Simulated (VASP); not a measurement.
Input of a VASP 6.6.1 run:

INCAR

```
SYSTEM = In
  PREC = Accurate
  ENCUT = 520
  EDIFF = 1E-6
  ISMEAR = -1
  SIGMA = 0.05
  LREAL = .False.
  LASPH = .True.
  NELM = 60
  ALGO = Normal
  ISIF = 2
  LWAVE = .False.
  LCHARG = .True.
  GGA = PS
  LELF = .True.
  LVHAR = .True.
  NBANDS = 12
```

Contents of KPOINTS:

```
regular mesh
0
Gamma
  14 14 14
  0 0 0
```

POSCAR

```
In
1.0
    2.9611555928      0.0000000000      0.0000000000
    0.0000000000      2.9611555928      0.0000000000
    0.0000000000      0.0000000000      2.9611555928
In
1
Direct
    0.0000000000      0.0000000000      0.0000000000
```

Potentials or basis: VASP PAW PBE potentials, release 64 (In_d).

The run is started by

```bash
$ cat potpaw_PBE.64/In_d/POTCAR > POTCAR
$ mpirun -np 1 vasp_std > vasp.out
```

Q: Estimate the pressure.

A: 2.3 GPa.

Caveat: the PAW data sets were made with another functional, which shifts forces and pressure a little.
